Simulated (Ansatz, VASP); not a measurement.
# Ti in VASP and in Ansatz

File INCAR:

```
  PREC = Accurate
  ENCUT = 520
  EDIFF = 1E-6
  ISMEAR = -1
  SIGMA = 0.05
  LREAL = F
  LASPH = T
  NELM = 100
  ALGO = Normal
  ISIF = 2
  LWAVE = F
  LCHARG = T
  GGA = PE
  LELF = T
  LVHAR = T
  NBANDS = 12
```

Contents of KPOINTS:

```
regular mesh
0
Gamma
  14 14 14
```

POSCAR

```
Ti
1.0
   -1.6081800000      1.6081800000      1.6410000000
    1.6081800000     -1.6081800000      1.6410000000
    1.6081800000      1.6081800000     -1.6410000000
Ti
1
Direct
    0.0000000000      0.0000000000      0.0000000000
```

Input for Ansatz:

```yaml
crystal:
  lattice:
    - [-1.60818, 1.60818, 1.641]
    - [1.60818, -1.60818, 1.641]
    - [1.60818, 1.60818, -1.641]
  atoms:
    - { symbol: Ti, position: [0.0, 0.0, 0.0] }
kpoints:
  mp_grid: { grid: [14, 14, 14] }
  band_path:
    path:
      - [0.0, 0.0, 0.0]
      - [0.0, 0.0, 0.5]
      - [0.25, 0.25, 0.25]
      - [0.0, 0.5, 0.0]
      - [0.0, 0.0, 0.0]
      - [0.5, 0.5, -0.5]
      - [0.4901, 0.5099, -0.4901]
      - [-0.4901, 0.4901, 0.4901]
      - [0.0, 0.0, 0.0]
    npoints: 5
scf:
  occupations: { method: fermi_dirac, width: 0.05 }
hamiltonian:
  xc: pbe
  pseudopotentials: { kind: all_electron, lapw: { basis_error: 0.00025 } }
output:
  forces: true
  stress: true
  eigenvalues: true
```

Change from the starting cell: equal xx and yy strain of -2 %.

Alike in both runs: task single point; functional PBE; k mesh 14 × 14 × 14; occupations fermi-dirac, width 0.05 eV; no spin polarisation.

|  | VASP | Ansatz |
| --- | --- | --- |
| version | VASP 6.6.1 | Ansatz 0.2.0 |
| potentials or method | VASP PAW PBE potentials, release 64 (Ti_sv), cutoff 520 eV | all-electron LAPW, scalar-relativistic |

|  | VASP | Ansatz | Ansatz less VASP |
| --- | --- | --- | --- |
| pressure (GPa) | 1.6 | 1.8 | +0.26 |
| traceless stress, the component that is largest in VASP (GPa) | 0.31 | 0.31 | +0.003 |

Ansatz ran all-electron here, and VASP with PAW potentials.
